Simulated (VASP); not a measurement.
LiSb3, 4 atoms in the cell. It takes space group Pm-3m (No. 221, cubic). Conventional cell: a = 4.486 Å, b = 4.486 Å, c = 4.486 Å, α = 90.00°, β = 90.00°, γ = 90.00°. Within 4.2 Å of Li (site symmetry m-3m) lie 12 Sb at 3.17 Å. Sb (site symmetry 4/mmm) has 4 Li at 3.17 Å and 8 Sb at 3.17 Å within 4.2 Å. 

* Program: VASP 6.6.1
* Task: single point
* Functional: RPBE
* Potentials or basis: VASP PAW PBE potentials, release 64 (Li_sv, Sb)
* Cutoff: 520 eV
* k mesh: 4 × 4 × 4
* Occupations: fermi-dirac, width 0.05 eV
* Spin: no spin polarisation
* Dipole correction: no
* Further INCAR settings: ALGO = Normal; EDIFF = 1e-06; NBANDS = 17

Potentials or basis: VASP PAW PBE potentials, release 64 (Li_sv, Sb).

Command:

```bash
$ cat potpaw_PBE.64/Li_sv/POTCAR potpaw_PBE.64/Sb/POTCAR > POTCAR
$ mpirun -np 1 vasp_std > vasp.out
```

Hardware: 1 thread of AMD EPYC 7R13, with other jobs on the host.

Problem. How long does it take, and how much memory?

Solution. Wall time 33 s on 1 thread of AMD EPYC 7R13, with other jobs on the host, peak memory 0.17 GiB. Counts: scf iterations 11, k points 10.
